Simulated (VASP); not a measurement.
Here is a VASP 6.6.1 calculation.

File POSCAR:

```
BAs
1.0
    0.0000000000      2.3918700258      2.3918700258
    2.3918700258      0.0000000000      2.3918700258
    2.3918700258      2.3918700258      0.0000000000
B As
1 1
Direct
    0.0000000000      0.0000000000      0.0000000000
    0.2500000000      0.2500000000      0.2500000000
```

The input INCAR.step1:

```
PREC = Accurate
ENCUT = 520
ISMEAR = -1
SIGMA = 0.02
LREAL = F
LASPH = T
NELM = 60
NBANDS = 11
GGA = PE
ALGO = Normal
EDIFF = 1E-4
LWAVE = T
LCHARG = F
```

Contents of INCAR.step2:

```
PREC = Accurate
ENCUT = 520
EDIFF = 1E-6
ISMEAR = -1
SIGMA = 0.02
LREAL = F
LASPH = T
NELM = 60
ALGO = Normal
ISIF = 2
LWAVE = F
LCHARG = F
METAGGA = R2SCAN
LMIXTAU = T
NBANDS = 11
ISTART = 1
```

Contents of KPOINTS:

```
Automatic mesh
0
Gamma
  8 8 8
```

Potentials or basis: VASP PAW PBE potentials, release 64 (B, As).

Command:

```bash
$ cat potpaw_PBE.64/B/POTCAR potpaw_PBE.64/As/POTCAR > POTCAR
$ cp INCAR.step1 INCAR
$ mpirun -np 1 vasp_std > vasp.out
$ cp INCAR.step2 INCAR
$ mpirun -np 1 vasp_std > vasp.out
```

Problem. Estimate the pressure.

Solution. 0.3 GPa.

Problem. Estimate the band gap on the k mesh.

Solution. 1.39 eV, indirect (least direct gap 3.44 eV).

Caveat: the PAW data sets were made with another functional, which shifts forces and pressure a little. r2SCAN opens gaps a little over a GGA but as a rule still falls short of measured ones.
